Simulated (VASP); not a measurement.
A run of VASP 6.6.1 is set up as follows.

File POSCAR:

```
CsBr
1.0
    4.3196005106      0.0000000000      0.0000000000
    0.0000000000      4.3196005106      0.0000000000
    0.0000000000      0.0000000000      4.3196005106
Cs Br
1 1
Direct
    0.0000000000      0.0000000000      0.0000000000
    0.5000000000      0.5000000000      0.5000000000
```

INCAR.step1

```
PREC = Accurate
ENCUT = 400
EDIFF = 1E-5
ISMEAR = 0
SIGMA = 0.01
LREAL = False
LASPH = True
NELM = 120
ALGO = Normal
ISIF = 2
LWAVE = True
LCHARG = False
NBANDS = 15
GGA = PE
GGA_COMPAT = False
```

INCAR.step2

```
PREC = Accurate
ENCUT = 400
EDIFF = 1E-6
ISMEAR = 0
SIGMA = 0.01
LREAL = False
LASPH = True
NELM = 120
ALGO = Normal
ISIF = 2
LWAVE = False
LCHARG = False
GGA = PE
LHFCALC = True
AEXX = 0.15
HFSCREEN = 0.1
PRECFOCK = Normal
NBANDS = 15
ISTART = 1
GGA_COMPAT = False
```

KPOINTS

```
Automatic mesh
0
Gamma
  4 4 4
```

Potentials or basis: VASP PAW PBE potentials, release 64 (Cs_sv, Br).

Run with:

```console
$ cat potpaw_PBE.64/Cs_sv/POTCAR potpaw_PBE.64/Br/POTCAR > POTCAR
$ cp INCAR.step1 INCAR
$ mpirun -np 1 vasp_std > vasp.out
$ cp INCAR.step2 INCAR
$ mpirun -np 1 vasp_std > vasp.out
```

(1) What does it give for the band gap on the k mesh?

(2) Estimate the pressure.

## Answers

(1) 5.33 eV (least direct gap 5.33 eV).

(2) 0.5 GPa.

Caveat: the PAW data sets were made with another functional, which shifts forces and pressure a little; spin-orbit coupling is left out, which moves the levels of the heavy elements.
